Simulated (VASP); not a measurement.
Set up this calculation in VASP 6.6.1, as the native input.

```yaml
Task: single point
Functional: PBEsol
Potentials_or_basis: VASP PAW PBE potentials, release 64 (In_d, Sb)
Cutoff: 520 eV
k_mesh: 10 × 10 × 10
Occupations: gaussian, width 0.15 eV
Spin: no spin polarisation
Dipole_correction: no
Further_INCAR_settings: ALGO = Normal; EDIFF = 1e-06; NBANDS = 22
```

The structure of InSb3 lies in POSCAR:

```
InSb3
1.0
    4.7148378485      0.0000000000      0.0000000000
    0.0000000000      4.7148378485      0.0000000000
    0.0000000000      0.0000000000      5.0095152140
In Sb
1 3
Direct
    0.0000000000      0.0000000000      0.0000000000
    0.5000000000      0.0000000000      0.5000000000
    0.0000000000      0.5000000000      0.5000000000
    0.5000000000      0.5000000000      0.0000000000
```

This cell differs from its parent crystal: volume 27.840 Å^3 an atom, c/a of the conventional cell 1.0625.

The input as run:

INCAR

```
SYSTEM = InSb3
PREC     = Accurate       ! precision mode
ENCUT    = 520            ! plane-wave cutoff, eV
EDIFF    = 1E-6           ! SCF threshold, eV
ISMEAR   = 0              ! smearing method
SIGMA    = 0.15           ! smearing width, eV
LREAL    = .False.        ! projectors in reciprocal space
LASPH    = .True.         ! aspherical terms in the spheres
NELM     = 60             ! most SCF steps
ALGO     = Normal         ! electronic algorithm
ISIF     = 2              ! what is computed and relaxed
LWAVE    = .False.        ! write WAVECAR
LCHARG   = .False.        ! write CHGCAR
GGA      = PS             ! functional
NBANDS   = 22             ! bands
```

KPOINTS

```
Automatic mesh
0
Gamma
  10 10 10
  0 0 0
```

Potentials or basis: VASP PAW PBE potentials, release 64 (In_d, Sb).

Run with:

```bash
$ cat potpaw_PBE.64/In_d/POTCAR potpaw_PBE.64/Sb/POTCAR > POTCAR
$ mpirun -np 1 vasp_std > vasp.out
```

Results of the run:

```json
{
  "Pressure": "-2.7 GPa",
  "Band gap on the k mesh": "zero (band 14 reaches 10.61 eV, above the bottom of band 15 at 6.39 eV)"
}
```

Caveat: the PAW data sets were made with another functional, which shifts forces and pressure a little; spin-orbit coupling is left out, which moves the levels of the heavy elements.

Run time: 88 s on 1 thread of Intel(R) Xeon(R) Platinum 8559C (Emerald Rapids) (shared host), peak memory 0.42 GiB.
